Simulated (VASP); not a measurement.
**Ti4C: relaxation of the atoms with PBE**

Ti4C, a slab with vacuum:

```
CELL_PARAMETERS angstrom
2.90765 0.00000 0.00000
0.00000 4.11204 0.00000
0.00000 0.00000 19.65381
ATOMIC_POSITIONS crystal
Ti 0.50000 0.50000 0.20352
Ti 0.00000 0.00000 0.27749
Ti 0.50000 0.50000 0.34395
Ti 0.00000 0.00000 0.41487
C 0.00000 0.10000 0.51003
```

* Program: VASP 6.6.1
* Task: relaxation of the atoms
* Functional: PBE
* Potentials or basis: VASP PAW PBE potentials, release 64 (Ti_sv, C)
* Cutoff: 520 eV
* k mesh: 9 × 7 × 1
* Occupations: gaussian, width 0.1 eV
* Spin: no spin polarisation
* Dipole correction: yes
* Atoms held fixed (from 0): [0, 1, 2, 3]
* Further INCAR settings: ALGO = Fast; EDIFF = 1e-07; IBRION = 2; EDIFFG = -0.025; NSW = 36
* Atoms held along some axes (from 0): atom 4 along a and b

* Energy gained by relaxing: 2.9 meV/atom
* Ionic steps: 4
* Band gap on the k mesh: zero (bands 26 and 27 overlap by 0.62 eV)

The path:
```
step  energy change (eV)  largest force on free atoms (eV/Å)  pressure (GPa)
   1              0.0000                              0.5459           -1.19
   2             -0.0113                              0.2752           -1.03
   3             -0.0142                              0.0793           -0.91
   4             -0.0145                              0.0048           -0.87
```

Final structure:
```
CELL_PARAMETERS angstrom
2.90765 0.00000 0.00000
0.00000 4.11204 0.00000
0.00000 0.00000 19.65381
ATOMIC_POSITIONS crystal
Ti 0.50000 0.50000 0.20352
Ti 0.00000 0.00000 0.27749
Ti 0.50000 0.50000 0.34395
Ti 0.00000 0.00000 0.41487
C 0.00000 0.10000 0.50750
```

Levels at points of the mesh, in eV from the Fermi level:
```tsv
k point	band 22	band 23	band 24	band 25	band 26	band 27	band 28	band 29	band 30	band 31
(0.00, 0.00, 0.00)	-1.28	-0.78	-0.61	-0.16	-0.07	0.29	0.48	0.73	0.91	1.16
```

It took 22 min on 1 thread of Oxide Virtual Turin-like Processor, with other jobs on the host, peak memory 0.39 GiB.
